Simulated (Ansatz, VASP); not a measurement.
**One calculation of Y, two programs**

File INCAR:

```
ALGO = Normal
EDIFF = 1E-6
ENCUT = 520
ISIF = 2
ISMEAR = -1
LASPH = T
LCHARG = F
LREAL = F
LWAVE = F
NBANDS = 18
NELM = 100
PREC = Accurate
SIGMA = 0.1
```

KPOINTS

```
k-points
0
Gamma
  6 6 4
```

POSCAR

```
Y
1.0
    3.5392700426      0.0000000000      0.0000000000
   -1.7696350213      3.0650977678      0.0000000000
    0.0000000000      0.0000000000      5.5248319794
Y
2
Direct
    0.3333333333      0.6666666667      0.2500000000
    0.6666666667      0.3333333333      0.7500000000
```

Input for Ansatz:

```yaml
crystal:
  lattice:
    - [3.5392700426, 0.0, 0.0]
    - [-1.7696350213, 3.0650977678, 0.0]
    - [0.0, 0.0, 5.5248319794]
  atoms:
    - { symbol: "Y", position: [0.3333333333, 0.6666666667, 0.25] }
    - { symbol: "Y", position: [0.6666666667, 0.3333333333, 0.75] }
hamiltonian:
  xc: lda
  pseudopotentials:
    kind: paw
    azcp:
      "Y": "pseudopotentials/Y.paw.azcp"
basis:
  ecutwfc: 420
  fft_grid_basis: typed
kpoints:
  mp_grid: { grid: [6, 6, 4], shift: [0, 0, 0] }
magnetization:
  spin_polarized: false
scf:
  occupations: { method: fermi_dirac, width: 0.1 }
  lower_state_search: "off"
output:
  stress: true
```

Alike in both runs: task single point; functional LDA; k mesh 6 × 6 × 4; occupations fermi-dirac, width 0.1 eV; no spin polarisation.

|  | VASP | Ansatz |
| --- | --- | --- |
| version | VASP 6.6.1 | Ansatz 0.2.0 |
| potentials or method | VASP PAW LDA potentials, release 64 (Y_sv), cutoff 520 eV | plane waves (420 eV) with PAW, scalar-relativistic |
| valence electrons in the cell | 22 | 22 |

VASP gave:

```
pressure (GPa)                                                : 0.0
traceless stress, the component that is largest in VASP (GPa) : 0.06
```

Q: Estimate Ansatz's values.

A: Pressure (GPa): 0.1; traceless stress, the component that is largest in VASP (GPa): 0.04.

Ansatz warns that its potentials were made for another functional, while VASP's fit it. LDA's correlation is that of Perdew and Zunger in VASP and of Perdew and Wang (1992) in Ansatz.
